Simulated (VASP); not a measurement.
Ba8H:

```xyz
9
Lattice="0.0000 6.3660 6.3660 6.3660 0.0000 6.3660 6.3660 6.3660 0.0000" Properties=species:S:1:pos:R:3 pbc="T T T"
Ba    0.0000    0.0000    0.0000
Ba    3.1830    3.1830    0.0000
Ba    3.1830    0.0000    3.1830
Ba    6.3660    3.1830    3.1830
Ba    0.0000    3.1830    3.1830
Ba    3.1830    6.3660    3.1830
Ba    3.1830    3.1830    6.3660
Ba    6.3660    6.3660    6.3660
H     3.1830    3.1830    3.1830
```

| Quantity | Value |
| --- | --- |
| Program | VASP 6.6.1 |
| Task | relaxation of cell and atoms |
| Functional | PBE |
| Potentials or basis | VASP PAW PBE potentials, release 64 (Ba_sv, H) |
| Cutoff | 600 eV |
| k mesh | 4 × 4 × 4 |
| Occupations | gaussian, width 0.1 eV |
| Spin | no spin polarisation |

At the start: pressure -0.3 GPa; volume 57.33 Å³/atom.

Question: How do energy, volume and symmetry change on relaxing?

Answer: Over 7 steps the energy falls by 14.2 meV/atom and the volume is 54.98 Å³/atom (-4.1 %); space group Fm-3m (No. 225, to 0.1 Å) before and after.

The path:
```
step  energy change (eV)  largest force (eV/Å)  pressure (GPa)  volume (Å³)
   1              0.0000                0.3144           -0.35       515.99
   2             -0.0431                0.2771           -0.21       506.75
   3             -0.0969                0.1379            0.28       479.69
   4             -0.1165                0.0697            0.19       484.58
   5             -0.1261                0.0157            0.09       490.97
   6             -0.1261                0.0203            0.08       491.33
   7             -0.1274                0.0030            0.01       494.80
```

Final structure:
```yaml
crystal:
  lattice:
    - [0.00000, 6.27770, 6.27770]
    - [6.27770, 0.00000, 6.27770]
    - [6.27770, 6.27770, 0.00000]
  atoms:
    - { symbol: Ba, position: [0.00000, 0.00000, 0.00000] }
    - { symbol: Ba, position: [0.00828, 0.00828, 0.49172] }
    - { symbol: Ba, position: [0.00828, 0.49172, 0.00828] }
    - { symbol: Ba, position: [0.00828, 0.49172, 0.49172] }
    - { symbol: Ba, position: [0.49172, 0.00828, 0.00828] }
    - { symbol: Ba, position: [0.49172, 0.00828, 0.49172] }
    - { symbol: Ba, position: [0.49172, 0.49172, 0.00828] }
    - { symbol: Ba, position: [0.50000, 0.50000, 0.50000] }
    - { symbol: H, position: [0.25000, 0.25000, 0.25000] }
```
